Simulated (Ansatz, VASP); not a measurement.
# Be3Se4: VASP beside Ansatz

```
CELL_PARAMETERS angstrom
7.09219 0.00000 0.00000
0.00000 6.76054 0.00000
0.00000 0.00000 6.37928
ATOMIC_POSITIONS crystal
Be 0.00000 0.14512 0.53995
Be 0.74778 0.32621 0.99539
Be 0.25222 0.32621 0.99539
Be 0.50000 0.85488 0.03995
Be 0.24778 0.67379 0.49539
Be 0.75222 0.67379 0.49539
Se 0.00000 0.84760 0.42143
Se 0.82646 0.37184 0.34792
Se 0.17354 0.37184 0.34792
Se 0.50000 0.15240 0.92143
Se 0.67354 0.62816 0.84792
Se 0.32646 0.62816 0.84792
Se 0.50000 0.80749 0.37200
Se 0.00000 0.19251 0.87200
```

Alike in both runs: functional PBE; k mesh 3 × 3 × 3; occupations gaussian, width 0.2 eV; no spin polarisation.

Ansatz relaxed the structure, and its values are those at the end. VASP's run is a single point on that final structure, the one shown.

|  | VASP | Ansatz |
| --- | --- | --- |
| version | VASP 6.6.1 | Ansatz 0.2.0 |
| potentials or method | VASP PAW PBE potentials, release 64 (Be, Se), cutoff 520 eV | scalar-relativistic, plane waves, PAW |
| valence electrons in the cell | 60 | 140 |

|  | VASP | Ansatz | Ansatz less VASP |
| --- | --- | --- | --- |
| gap on the k mesh at the Fermi level (eV) | 1.34 | 1.34 | -0.001 |
| least direct gap on the mesh (eV) | 1.37 | 1.37 | -0.001 |
| pressure (GPa) | 0.2 | 0.0 | -0.13 |
| rms of the force components (eV/Å) | 0.009 | 0.006 | -0.0027 |

VASP's potentials hold 60 valence electrons a cell and Ansatz's 140, so a difference there can come from the potentials and not from the codes.
